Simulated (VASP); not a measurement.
Write the native input for VASP 6.6.1 that does the following.

| Item | Value |
| --- | --- |
| Task | single point |
| Functional | PBE |
| Potentials or basis | VASP PAW PBE potentials, release 64 (Hf_pv, O) |
| Cutoff | 520 eV |
| k mesh | 6 × 6 × 6 |
| Occupations | fermi-dirac, width 0.08 eV |
| Spin | no spin polarisation |
| Dipole correction | no |
| Further INCAR settings | ALGO = Normal; EDIFF = 1e-06; NBANDS = 18 |

The structure of HfO2 lies in POSCAR:

```
HfO2
1.0
    0.0000000000      2.5575000000      2.5575000000
    2.5575000000      0.0000000000      2.5575000000
    2.5575000000      2.5575000000      0.0000000000
Hf O
1 2
Direct
   -0.0241992180      0.0362172043     -0.0255094819
    0.2340175953      0.2363444770      0.2445274682
    0.7224920821      0.7566265885      0.7558347996
```

These files were run (other wordings do the same):

INCAR

```
PREC = Accurate
ENCUT = 520
EDIFF = 1E-6
ISMEAR = -1
SIGMA = 0.08
LREAL = F
LASPH = T
NELM = 60
ALGO = Normal
ISIF = 2
LWAVE = F
LCHARG = F
GGA = PE
NBANDS = 18
```

KPOINTS

```
Automatic mesh
0
Gamma
  6 6 6
```

Potentials or basis: VASP PAW PBE potentials, release 64 (Hf_pv, O).

Run with:

```console
$ cat potpaw_PBE.64/Hf_pv/POTCAR potpaw_PBE.64/O/POTCAR > POTCAR
$ mpirun -np 1 vasp_std > vasp.out
```

It gave:

```json
{
 "Pressure": "-4.3 GPa",
 "Largest force": "0.741 eV/Å",
 "Band gap on the k mesh": "3.72 eV"
}
```

Caveat: the cell stands under tension; spin-orbit coupling is left out, which moves the levels of the heavy elements.

Run time: 40 s on 1 thread of Intel(R) Xeon(R) Platinum 8375C CPU @ 2.90GHz (Ice Lake) (shared host), peak memory 0.2 GiB.
